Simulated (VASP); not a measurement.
## MgRe: relaxation of cell and atoms with PBE

Crystal: MgRe.

```
CELL_PARAMETERS angstrom
0.00000 3.14663 3.14663
3.14663 0.00000 3.14663
3.14663 3.14663 0.00000
ATOMIC_POSITIONS crystal
Mg 0.25000 0.25000 0.25000
Mg 0.00000 0.00000 0.00000
Re 0.50000 0.50000 0.50000
Re 0.75000 0.75000 0.75000
```

The cell was generated, and may not be a known phase.

```
Program                : VASP 6.6.1
Task                   : relaxation of cell and atoms
Functional             : PBE
Potentials or basis    : VASP PAW PBE potentials, release 64 (Mg, Re)
Cutoff                 : 600 eV
k mesh                 : 10 × 10 × 10
Occupations            : gaussian, width 0.1 eV
Spin                   : no spin polarisation
Dipole correction      : no
Further INCAR settings : ALGO = Fast; EDIFF = 1e-06; IBRION = 2; EDIFFG = -0.01; NSW = 100; ISIF = 3
```

| Property | Result |
| --- | --- |
| Relaxed volume | 15.55 Å³/atom |
| Relaxed cell | a = 4.448 Å, b = 4.448 Å, c = 4.448 Å, α = 60.00°, β = 60.00°, γ = 60.00° |
| Space group after relaxing (to 0.1 Å) | Fd-3m (No. 227) |
| Energy gained by relaxing | 0.0 meV/atom |
| Ionic steps | 3 |
| Pressure after relaxing | 0.0 GPa |
| Band gap on the k mesh | zero (bands 9 and 10 overlap by 0.80 eV) |

Final structure:
```
Mg Re
1.0
     0.00000    3.14495    3.14495
     3.14495    0.00000    3.14495
     3.14495    3.14495    0.00000
Mg Re
2 2
Direct
  0.25000 0.25000 0.25000
  0.00000 0.00000 0.00000
  0.50000 0.50000 0.50000
  0.75000 0.75000 0.75000
```

Levels at points of the mesh, in eV from the Fermi level:
```
           k point  band 5  band 6  band 7  band 8  band 9  band 10  band 11  band 12  band 13
(0.00, 0.00, 0.00)   -2.76   -2.76   -1.47   -1.47   -1.47     2.06     2.06     5.53     5.53
(0.50, 0.00, 0.00)   -2.63   -2.55   -2.55   -0.13   -0.13     0.96     1.06     1.06     4.58
(0.50, 0.50, 0.00)   -2.41   -2.41   -0.87   -0.87   -0.30    -0.30     1.21     1.21     1.96
```

Run time: 2.6 min on 1 thread of Intel(R) Xeon(R) Platinum 8259CL CPU @ 2.50GHz (Skylake/Cascade Lake), with other jobs on the host, peak memory 0.24 GiB.

Caveat: spin-orbit coupling is left out, which moves the levels of the heavy elements.
